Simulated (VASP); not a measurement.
NaCl: single point with LDA

Crystal: NaCl.

```
Na Cl
1.0
     3.50219    0.00000    0.00000
     0.00000    3.50219    0.00000
     0.00000    0.00000    3.50219
Na Cl
1 1
Cartesian
  0.0000 0.0000 0.0000
  1.6501 1.6501 1.6501
```

This cell differs from its parent crystal: all Cl atoms moved +0.175 Å, as atom 2 towards its neighbour atom 1 (Na) at 3.033 Å.

| Quantity | Value |
| --- | --- |
| Program | VASP 6.6.1 |
| Task | single point |
| Functional | LDA |
| Potentials or basis | VASP PAW LDA potentials, release 64 (Na_pv, Cl) |
| Cutoff | 520 eV |
| k mesh | 6 × 6 × 6 |
| Occupations | gaussian, width 0.05 eV |
| Spin | no spin polarisation |

The pressure is -2.9 GPa. The largest force is 0.033 eV/Å and the band gap on the k mesh is 3.62 eV, indirect (least direct gap 4.13 eV).

Forces in eV/Å, atoms in the order of the input:
```
Na  -0.019 -0.019 -0.019
Cl   0.019  0.019  0.019
```

Stress tensor (GPa, compression positive):
```
-2.87  0.14  0.14
 0.14 -2.87  0.14
 0.14  0.14 -2.87
```

Levels at points of the mesh, in eV from the valence-band top:
| k point | band 5 | band 6 | band 7 | band 8 | band 9 | band 10 |
| --- | --- | --- | --- | --- | --- | --- |
| (0.00, 0.00, 0.00) | -0.51 | -0.51 | -0.51 | 3.62 | 8.30 | 8.30 |
| (0.50, 0.00, 0.00) | -3.05 | -0.27 | -0.26 | 6.57 | 8.24 | 10.27 |
| (0.50, 0.50, 0.00) | -2.33 | -2.33 | 0.00 | 5.21 | 9.61 | 10.65 |
| (0.50, 0.50, 0.50) | -1.90 | -1.89 | -1.89 | 6.79 | 6.79 | 6.83 |

Wall time 24 s on 1 thread of Intel Xeon 6975P-C (shared host), peak memory 0.14 GiB.

Caveat: the cell differs from its parent crystal (all Cl atoms moved +0.175 Å, as atom 2 towards its neighbour atom 1 (Na) at 3.033 Å). A k mesh can miss the band edges.
